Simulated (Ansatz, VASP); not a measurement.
## One calculation of Hf3Ta2F, two programs

The input INCAR:

```
PREC = Accurate
ENCUT = 520
EDIFF = 1E-6
ISMEAR = 0
SIGMA = 0.1
LREAL = F
LASPH = T
NELM = 150
ALGO = Normal
ISIF = 2
LWAVE = F
LCHARG = F
ISPIN = 2
MAGMOM = 0 0 0 1 1 0
LORBIT = 11
LMAXMIX = 4
GGA = PE
NBANDS = 42
```

The input KPOINTS:

```
regular mesh
0
Gamma
  6 6 6
```

The input POSCAR:

```
Hf3Ta2F
1.0
    3.1076979733      1.7942302614      3.3921721700
   -3.1076979733      1.7942302614      3.3921721700
    0.0000000000     -3.5884605229      3.3921721700
Hf Ta F
3 2 1
Direct
    0.0000000000      0.5000000000      0.0000000000
    0.5000000000      0.0000000000      0.0000000000
    0.0000000000      0.0000000000      0.5000000000
    0.6196613163      0.6196613163      0.6196613163
    0.3803386837      0.3803386837      0.3803386837
    0.0000000000      0.0000000000      0.0000000000
```

Input for Ansatz:

```yaml
crystal:
  lattice:
    - [3.1076979733, 1.7942302614, 3.39217217]
    - [-3.1076979733, 1.7942302614, 3.39217217]
    - [0.0, -3.5884605229, 3.39217217]
  atoms:
    - { symbol: Hf, position: [0.0, 0.5, 0.0] }
    - { symbol: Hf, position: [0.5, 0.0, 0.0] }
    - { symbol: Hf, position: [0.0, 0.0, 0.5] }
    - { symbol: Ta, position: [0.6196613163, 0.6196613163, 0.6196613163], spin: 1.0 }
    - { symbol: Ta, position: [0.3803386837, 0.3803386837, 0.3803386837], spin: 1.0 }
    - { symbol: F, position: [0.0, 0.0, 0.0] }
basis:
  ecutwfc: 420
kpoints:
  mp_grid: { grid: [6, 6, 6] }
hamiltonian:
  xc: pbe
scf:
  occupations: { method: gaussian, width: 0.1 }
  lower_state_search: "off"
output:
  forces: true
  stress: true
  eigenvalues: true
  populations: true
magnetization:
  spin_polarized: true
```

Change from the starting cell: species swapped into the Tb2FeCo3 type (R-3m, No. 166).

Alike in both runs: task single point; functional PBE; k mesh 6 × 6 × 6; occupations gaussian, width 0.1 eV; collinear spin.

```csv
,VASP,Ansatz
version,VASP 6.6.1,Ansatz 0.2.0
potentials or method,"VASP PAW PBE potentials, release 64 (Hf_pv, Ta_pv, F), cutoff 520 eV","scalar-relativistic, plane waves, PAW"
valence electrons in the cell,59,111
```

```csv
,VASP,Ansatz,Ansatz less VASP
gap on the k mesh at the Fermi level (eV),none,none,-
pressure (GPa),-0.6,0.0,+0.65
rms of the force components (eV/Å),0.026,0.000,-0.0260
net moment per atom (μB),0.00,0.00,0.000
```

Atom by atom the forces differ by 0.026 eV/Å (rms over components). A gap of «none» marks a metal or a gap that the smearing closes. With one functional, cell and mesh, what is left measures potentials, basis and numerics. VASP's potentials hold 59 valence electrons a cell and Ansatz's 111, so a difference there can come from the potentials and not from the codes. Ansatz's warnings: seeded moment not kept.

Spin-orbit coupling is off throughout.
